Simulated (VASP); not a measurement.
# SnSe2: single point with PBE+D3(BJ)

Crystal: SnSe2.

```xyz
3
Lattice="3.6960 0.0000 0.0000 -1.8480 3.2008 0.0000 0.0000 0.0000 6.9835" Properties=species:S:1:pos:R:3 pbc="T T T"
Sn    0.0000    0.0000    0.0000
Se    0.0000    2.1339    1.8516
Se    1.8480    1.0669    5.1319
```

| Property | Result |
| --- | --- |
| Program | VASP 6.6.1 |
| Task | single point |
| Functional | PBE |
| Dispersion | D3(BJ) |
| Potentials or basis | VASP PAW PBE potentials, release 64 (Sn_d, Se) |
| Cutoff | 500 eV |
| k mesh | 12 × 12 × 6 |
| Occupations | gaussian, width 0.03 eV |
| Spin | no spin polarisation |

```yaml
Pressure: -3.7 GPa
Largest_force: 1.467 eV/Å
Band_gap_on_the_k_mesh: zero (bands 13 and 14 overlap by 0.54 eV)
Dispersion_energy_per_atom: -0.337 eV
```

Forces in eV/Å, atoms in the order of the input:
```
Sn   0.000  0.000  0.000
Se   0.000  0.000 -1.467
Se   0.000  0.000  1.467
```

Stress tensor (GPa, compression positive):
```
  0.66   0.00   0.00
  0.00   0.66   0.00
  0.00   0.00 -12.52
```

Levels at points of the mesh, in eV from the Fermi level:
```csv
k point,band 10,band 11,band 12,band 13,band 14,band 15,band 16,band 17
"(0.00, 0.00, 0.00)",-0.18,-0.18,-0.02,-0.02,0.34,3.68,4.74,4.74
"(0.50, 0.00, 0.00)",-3.52,-2.14,-1.90,-0.48,0.44,3.03,4.39,4.42
"(0.00, 0.00, 0.50)",-0.27,-0.27,0.09,0.09,2.10,3.33,4.62,4.62
"(0.50, 0.00, 0.50)",-2.87,-1.76,-1.54,-0.75,-0.45,2.52,4.16,4.86
```

Wall time 55 s on 1 thread of Intel(R) Xeon(R) 6975P-C (Granite Rapids) (shared host), peak memory 0.29 GiB.

Caveat: the stress differs along the axes, from -13 to 1 GPa; semilocal functionals underestimate gaps, and a narrow one can read as zero; spin-orbit coupling is left out, which moves the levels of the heavy elements; forces of over 1 eV/Å act on the atoms, so gaps and moduli don't describe the material at rest.
